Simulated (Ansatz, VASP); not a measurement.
**Two plane-wave programs on Si5O**

```xyz
6
Lattice="0.0000 3.5155 3.5155 3.5155 0.0000 3.5155 3.5155 3.5155 0.0000" Properties=species:S:1:pos:R:3 pbc="T T T"
Si    1.7577    1.7577    1.7577
Si    4.3995    2.6314    2.6314
Si    4.3995    4.3995    4.3995
Si    2.6314    2.6314    4.3995
Si    2.6314    4.3995    2.6314
O     0.0000    0.0000    0.0000
```

Change from the starting cell: species swapped into the DyCu5 type (F-43m, No. 216).

Alike in both runs: functional PBE; k mesh 4 × 4 × 4; occupations gaussian, width 0.1 eV; no spin polarisation.

Ansatz relaxed the structure, and its values are those at the end. VASP's run is a single point on that final structure, the one shown.

|  | VASP | Ansatz |
| --- | --- | --- |
| version | VASP 6.6.1 | Ansatz 0.2.0 |
| potentials or method | VASP PAW PBE potentials, release 64 (Si, O), cutoff 520 eV | scalar-relativistic, plane waves, PAW |
| valence electrons in the cell | 26 | 26 |

|  | VASP | Ansatz | Ansatz less VASP |
| --- | --- | --- | --- |
| gap on the k mesh at the Fermi level (eV) | none | none | - |
| pressure (GPa) | 0.2 | 0.2 | +0.05 |

A gap of «none» marks a metal or a gap that the smearing closes. With one functional, cell and mesh, what is left measures potentials, basis and numerics.

The k mesh is coarse, so the values compare programs but aren't converged.
